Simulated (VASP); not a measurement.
# SiC (F-43m) in VASP: a series of runs

SiC is run at these levels: PBEsol; tasks: single point.

Program: VASP 6.6.1. These are calculated values, not measurements. Logs are shortened: lines on timing, memory, paths and dates and some standing lists are left out, and cuts for length are marked.

## (1) The cell of the first run

Symmetry: F-43m, No. 216, cubic system. Conventional cell: a = 4.354 Å, b = 4.354 Å, c = 4.354 Å, α = 90.00°, β = 90.00°, γ = 90.00°. Si (site symmetry -43m) has 4 C at 1.89 Å within 2.5 Å. C (site symmetry -43m) has 4 Si at 1.89 Å within 2.5 Å.

## (2) Single point, PBEsol

INCAR

```
SYSTEM = SiC
PREC     = Accurate       ! precision mode
ENCUT    = 520            ! plane-wave cutoff, eV
EDIFF    = 1E-6           ! SCF threshold, eV
ISMEAR   = 0              ! smearing method
SIGMA    = 0.1            ! smearing width, eV
LREAL    = .False.        ! projectors in reciprocal space
LASPH    = .True.         ! aspherical terms in the spheres
NELM     = 100            ! most SCF steps
ALGO     = Normal         ! electronic algorithm
ISIF     = 2              ! what is computed and relaxed
LWAVE    = .False.        ! write WAVECAR
LCHARG   = .True.         ! write CHGCAR
GGA      = PS             ! functional
LELF     = .True.         ! ELF
LVHAR    = .True.       
NBANDS   = 11             ! bands
```

KPOINTS

```
regular mesh
0
Gamma
  8 8 8
  0 0 0
```

POSCAR

```
SiC
1.0
    0.0000000000      2.1769966238      2.1769966238
    2.1769966238      0.0000000000      2.1769966238
    2.1769966238      2.1769966238      0.0000000000
Si C
1 1
Direct
    0.2500000000      0.2500000000      0.2500000000
    0.0000000000      0.0000000000      0.0000000000
```

Potentials or basis: VASP PAW PBE potentials, release 64 (Si, C).

The run is started by

```
$ cat potpaw_PBE.64/Si/POTCAR potpaw_PBE.64/C/POTCAR > POTCAR
$ mpirun -np 1 vasp_std > vasp.out
```

OUTCAR:

```text
SYSTEM = SiC
   PREC = Accurate
   ENCUT = 520
   EDIFF = 1E-6
   ISMEAR = 0
   LREAL = .False.
   LASPH = .True.
   NELM = 100
   ISIF = 2
   GGA = PS

 ion  position               nearest neighbor table
   1  0.250  0.250  0.250-   2 1.89   2 1.89   2 1.89   2 1.89
   2  0.000  0.000  0.000-   1 1.89   1 1.89   1 1.89   1 1.89

  LATTYP: Found a face centered cubic cell.
 ALAT       =     4.3539932476

  Lattice vectors:

 A1 = (   0.0000000000,   2.1769966238,   2.1769966238)
 A2 = (   2.1769966238,   0.0000000000,   2.1769966238)
 A3 = (   2.1769966238,   2.1769966238,   0.0000000000)

Analysis of symmetry for initial positions (statically):
=====================================================================
 Subroutine PRICEL returns:
 Original cell was already a primitive cell.

 Routine SETGRP: Setting up the symmetry group for a
 face centered cubic supercell.

 Subroutine GETGRP returns: Found 24 space group operations
 (whereof 24 operations were pure point group operations)
 out of a pool of 48 trial point group operations.

The static configuration has the point symmetry T_d .

Analysis of symmetry for dynamics (positions and initial velocities):
=====================================================================
 Subroutine PRICEL returns:
 Original cell was already a primitive cell.

 Routine SETGRP: Setting up the symmetry group for a
 face centered cubic supercell.

 Subroutine GETGRP returns: Found 24 space group operations
 (whereof 24 operations were pure point group operations)
 out of a pool of 48 trial point group operations.

The dynamic configuration has the point symmetry T_d .

 Subroutine INISYM returns: Found 24 space group operations
 (whereof 24 operations are pure point group operations),
 and found     1 'primitive' translations

----------------------------------------------------------------------------------------

                                     Primitive cell

  volume of cell :      20.6349

  direct lattice vectors                    reciprocal lattice vectors
     0.000000000  2.176996624  2.176996624    -0.229674219  0.229674219  0.229674219
     2.176996624  0.000000000  2.176996624     0.229674219 -0.229674219  0.229674219
     2.176996624  2.176996624  0.000000000     0.229674219  0.229674219 -0.229674219

  length of vectors
     3.078738151  3.078738151  3.078738151     0.397807417  0.397807417  0.397807417

  position of ions in fractional coordinates (direct lattice)
     0.250000000  0.250000000  0.250000000
     0.000000000  0.000000000  0.000000000

  ion indices of the primitive-cell ions
   primitive index   ion index
                 1           1
                 2           2

----------------------------------------------------------------------------------------

 KPOINTS: regular mesh

Automatic generation of k-mesh.
 Grid dimensions read from file:
 generate k-points for:    8    8    8

 Generating k-lattice:

  Cartesian coordinates                     Fractional coordinates (reciprocal lattice)
    -0.028709277  0.028709277  0.028709277     0.125000000  0.000000000  0.000000000
     0.028709277 -0.028709277  0.028709277     0.000000000  0.125000000  0.000000000
     0.028709277  0.028709277 -0.028709277     0.000000000  0.000000000  0.125000000

  Length of vectors
     0.049725927  0.049725927  0.049725927

  Shift w.r.t. Gamma in fractional coordinates (k-lattice)
     0.000000000  0.000000000  0.000000000

 Subroutine IBZKPT returns following result:
 ===========================================

 Found     29 irreducible k-points:

 Following reciprocal coordinates:
            Coordinates               Weight
  0.000000  0.000000  0.000000      1.000000
  0.125000  0.000000  0.000000      8.000000
  0.250000  0.000000  0.000000      8.000000
  0.375000  0.000000  0.000000      8.000000
  0.500000  0.000000  0.000000      4.000000
  0.125000  0.125000  0.000000      6.000000
[... 16 lines left out ...]
  0.500000  0.250000  0.125000     48.000000
 -0.375000  0.250000  0.125000     24.000000
 [... further k-points ...]
   k-points           NKPTS =     29   k-points in BZ     NKDIM =     29   number of bands    NBANDS=     11
   number of dos      NEDOS =    301   number of ions     NIONS =      2
   total plane-waves  NPLWV =  13824
   dimension x,y,z NGX =    24 NGY =   24 NGZ =   24
   dimension x,y,z NGXF=    48 NGYF=   48 NGZF=   48
   ions per type =               1   1
   NGX,Y,Z   is equivalent  to a cutoff of  12.96, 12.96, 12.96 a.u.
   NGXF,Y,Z  is equivalent  to a cutoff of  25.92, 25.92, 25.92 a.u.
 SYSTEM =  SiC
   PREC   = accura    normal or accurate (medium, high low for compatibility)
   ISTART =      0    job   : 0-new  1-cont  2-samecut
   ICHARG =      2    charge: 1-file 2-atom 10-const
   ISPIN  =      1    spin polarized calculation?
   LNONCOLLINEAR =      F non collinear calculations
   LSORBIT =      F    spin-orbit coupling
   LASPH  =      T    aspherical Exc in radial PAW
   ENCUT  =  520.0 eV  38.22 Ry    6.18 a.u.   5.72  5.72  5.72*2*pi/ulx,y,z
   NELM   =    100;   NELMIN=  2; NELMDL= -5     # of ELM steps
   EDIFF  = 0.1E-05   stopping-criterion for ELM
   LREAL  =      F    real-space projection
   EDIFFG = 0.1E-04   stopping-criterion for IOM
   NSW    =      0    number of steps for IOM
   IBRION =     -1    ionic relax: 0-MD 1-quasi-New 2-CG
   NFREE  =      0    steps in history (QN), initial steepest desc. (CG)
   ISIF   =      2    stress and relaxation
   ISYM   =      2    0-nonsym 1-usesym 2-fastsym
   POTIM  = 0.5000    time-step for ionic-motion
   TEBEG  =    0.0;   TEEND  =   0.0 temperature during run
   PSTRESS=    0.0 pullay stress
   NELECT =       8.0000    total number of electrons
   NUPDOWN=      -1.0000    fix difference up-down
   EMIN   =  10.00;   EMAX   =-10.00  energy-range for DOS
   EFERMI =   0.00;   METHOD = LEGACY
   ISMEAR =     0;   SIGMA  =   0.10  broadening in eV -4-tet -1-fermi 0-gaus
   EFERMI_NEDOS =   21; number of points for ismear=-14 and -15
   IALGO  =     38    algorithm
   IMIX   =      4    mixing-type and parameters
     AMIX     =   0.40;   BMIX     =  1.00
     AMIX_MAG =   1.60;   BMIX_MAG =  1.00
  volume/ion in A,a.u.               =      10.32        69.63
  Fermi-wavevector in a.u.,A,eV,Ry     =   1.193723  2.255810 19.387972  1.424976
  Thomas-Fermi vector in A             =   2.329731
   LORBIT       =      0    0 simple, 1 ext, 2 COOP (PROOUT), +10 PAW based schemes
   GGA     = PS    functional components
   LHFCALC =     F    Hartree Fock is set to
   AEXX    =    0.0000 exact exchange contribution
   IVDW    =     0    specifies the selected vdW correction
   LEPSILON=     F    determine dielectric tensor
   LRPA    =     F    only Hartree local field effects (RPA)
 non-spin polarized calculation
 Gauss-broadening in eV      SIGMA  =   0.10
  energy-cutoff  :      520.00
  volume of cell :       20.63
 maximum number of plane-waves:       568
   NGX = 11   NGY = 11   NGZ = 11

 number of electron       8.0000001 magnetization

 Free energy of the ion-electron system (eV)
  ---------------------------------------------------
  ext. energy  EPLUGINS =         0.00000000
  ---------------------------------------------------
  free energy    TOTEN  =       -15.91364718 eV

  energy without entropy =      -15.91364718  energy(sigma->0) =      -15.91364718

 E-fermi :   8.5882     XC(G=0): -11.5166

 val. band max:        8.0886618746   @ k =   0.0000   0.0000   0.0000
 cond. band min:       9.3189691598   @ k =   0.5000   0.5000   0.0000
 fundamental gap:      1.2303072852
 Fermi energy:         8.5881620584

 k-point     1 :       0.0000    0.0000    0.0000
  band No.  band energies     occupation
      1      -7.3578      2.00000
      2       8.0887      2.00000
      3       8.0887      2.00000
      4       8.0887      2.00000
      5      14.3077      0.00000
      6      15.3492      0.00000
      7      15.3492      0.00000
      8      15.3492      0.00000
      9      22.5602      0.00000
     10      22.5602      0.00000
     11      24.3929      0.00000

 k-point     2 :       0.1250    0.0000    0.0000
  band No.  band energies     occupation
      1      -7.0512      2.00000
      2       6.5947      2.00000
      3       7.8860      2.00000
      4       7.8860      2.00000
      5      14.5268      0.00000
      6      15.7025      0.00000
      7      15.7025      0.00000
      8      15.8887      0.00000
      9      21.3040      0.00000
     10      21.3040      0.00000
     11      23.9577      0.00000

 k-point     3 :       0.2500    0.0000    0.0000
  band No.  band energies     occupation
      1      -6.1536      2.00000
      2       3.7682      2.00000
      3       7.4787      2.00000
      4       7.4787      2.00000
      5      14.0371      0.00000
      6      15.9425      0.00000
      7      15.9425      0.00000
      8      17.3884      0.00000
      9      21.1321      0.00000
     10      21.1321      0.00000
     11      23.0492      0.00000

 k-point     4 :       0.3750    0.0000    0.0000
  band No.  band energies     occupation
      1      -4.7839      2.00000
      2       1.0069      2.00000
      3       7.1506      2.00000
      4       7.1506      2.00000
      5      13.6270      0.00000
      6      15.4978      0.00000
      7      15.4978      0.00000
      8      18.0080      0.00000
      9      23.1358      0.00000
     10      23.1358      0.00000
     11      23.4672      0.00000
[... 239 lines left out ...]
 k-point    22 :       0.3750    0.2500    0.1250
  band No.  band energies     occupation
      1      -5.3731      2.00000
      2       3.5907      2.00000
      3       5.1953      2.00000
      4       6.8041      2.00000
      5      13.3685      0.00000
      6      15.6516      0.00000
      7      16.4992      0.00000
      8      18.1126      0.00000
      9      20.2672      0.00000
     10      24.0135      0.00000
     11      27.4142      0.00000

 k-point    23 :       0.5000    0.2500    0.1250
  band No.  band energies     occupation
      1      -4.0559      2.00000
      2       1.5380      2.00000
      3       4.4567      2.00000
      4       6.1438      2.00000
      5      13.3005      0.00000
      6      15.6181      0.00000
      7      17.2339      0.00000
      8      18.4852      0.00000
      9      21.4082      0.00000
     10      24.5076      0.00000
     11      27.3118      0.00000

 k-point    24 :      -0.3750    0.2500    0.1250
  band No.  band energies     occupation
      1      -3.0877      2.00000
      2       0.1945      2.00000
      3       4.3488      2.00000
      4       5.8011      2.00000
      5      13.2411      0.00000
      6      15.2995      0.00000
      7      18.1927      0.00000
      8      19.0340      0.00000
      9      21.4365      0.00000
     10      24.2379      0.00000
     11      27.2881      0.00000

 [... further k-points ...]

------------------------ aborting loop because EDIFF is reached ----------------------------------------

  FORCE on cell =-STRESS in cart. coord.  units (eV):
  Direction    XX          YY          ZZ          XY          YZ          ZX
  --------------------------------------------------------------------------------------
  -------------------------------------------------------------------------------------
  Total        0.1025920      0.1025920      0.1025920      0.0000000      0.0000000     -0.0000000
  in kB        7.9656428      7.9656428      7.9656428      0.0000000      0.0000000     -0.0000000
  external PRESSURE =       7.9656428 kB  Pullay stress =       0.0000000 kB

 VOLUME and BASIS-vectors are now :
 -----------------------------------------------------------------------------
  energy-cutoff  :      520.00
  volume of cell :       20.63
      direct lattice vectors                 reciprocal lattice vectors
     0.000000000  2.176996624  2.176996624    -0.229674219  0.229674219  0.229674219
     2.176996624  0.000000000  2.176996624     0.229674219 -0.229674219  0.229674219
     2.176996624  2.176996624  0.000000000     0.229674219  0.229674219 -0.229674219

 POSITION                                       TOTAL-FORCE (eV/Angst)
 -----------------------------------------------------------------------------------
      1.08850      1.08850      1.08850        -0.000000     -0.000000     -0.000000
      0.00000      0.00000      0.00000         0.000000      0.000000      0.000000
 -----------------------------------------------------------------------------------
    total drift:                               -0.000000     -0.000000     -0.000000

  FREE ENERGIE OF THE ION-ELECTRON SYSTEM (eV)
  ---------------------------------------------------
  free  energy   TOTEN  =       -15.9136471784 eV

  energy  without entropy=      -15.9136471784  energy(sigma->0) =      -15.91364718
```

Wall time 12 s (1 thread of AMD EPYC 7R13, shared host); peak memory 0.1 GiB.

What came out:

```
Free energy            : -15.9136 eV
Pressure               : 0.8 GPa
Band gap on the k mesh : 1.23 eV, indirect (least direct gap 4.45 eV)
```

Caveat: the PAW data sets were made with another functional, which shifts forces and pressure a little. A hybrid or GW would open this gap; PBEsol tends to underestimate it.

## (3) Single point, PBEsol

INCAR

```
SYSTEM = SiC
PREC = Accurate
ENCUT = 520
EDIFF = 1E-6
ISMEAR = 0
SIGMA = 0.02
LREAL = .FALSE.
LASPH = .TRUE.
NELM = 100
ALGO = Normal
ISIF = 2
LWAVE = .FALSE.
LCHARG = .FALSE.
GGA = PS
NBANDS = 11
```

KPOINTS

```
regular mesh
0
G
  10 10 10
  0 0 0
```

POSCAR

```
SiC
1.0
    0.0000000000      2.1783973946      2.1783973946
    2.1783973946      0.0000000000      2.1783973946
    2.1783973946      2.1783973946      0.0000000000
Si C
1 1
Direct
    0.2500000000      0.2500000000      0.2500000000
    0.0000000000      0.0000000000      0.0000000000
```

Potentials or basis: VASP PAW PBE potentials, release 64 (Si, C).

The run is started by

```
$ cat potpaw_PBE.64/Si/POTCAR potpaw_PBE.64/C/POTCAR > POTCAR
$ mpirun -np 1 vasp_std > vasp.out
```

Run time: 14 s. Hardware: 1 thread of AMD EPYC 7R13, shared host; peak memory 0.11 GiB.

The run converged. Its results:

- Free energy: -15.9149 eV
- Pressure: 0.4 GPa
- Band gap on the k mesh: 1.23 eV, indirect (least direct gap 4.44 eV)

Levels at points of the mesh, in eV from the valence-band top:
```csv
k point,band 1,band 2,band 3,band 4,band 5,band 6,band 7,band 8
"(0.00, 0.00, 0.00)",-15.43,0.00,0.00,0.00,6.20,7.25,7.25,7.25
"(0.50, 0.00, 0.00)",-11.82,-8.60,-1.06,-1.06,5.38,7.14,7.14,9.92
"(0.50, 0.50, 0.00)",-10.36,-7.84,-3.21,-3.21,1.23,4.20,13.96,13.96
```

Caveat: the PAW data sets were made with another functional, which shifts forces and pressure a little. A k mesh can miss the band edges.
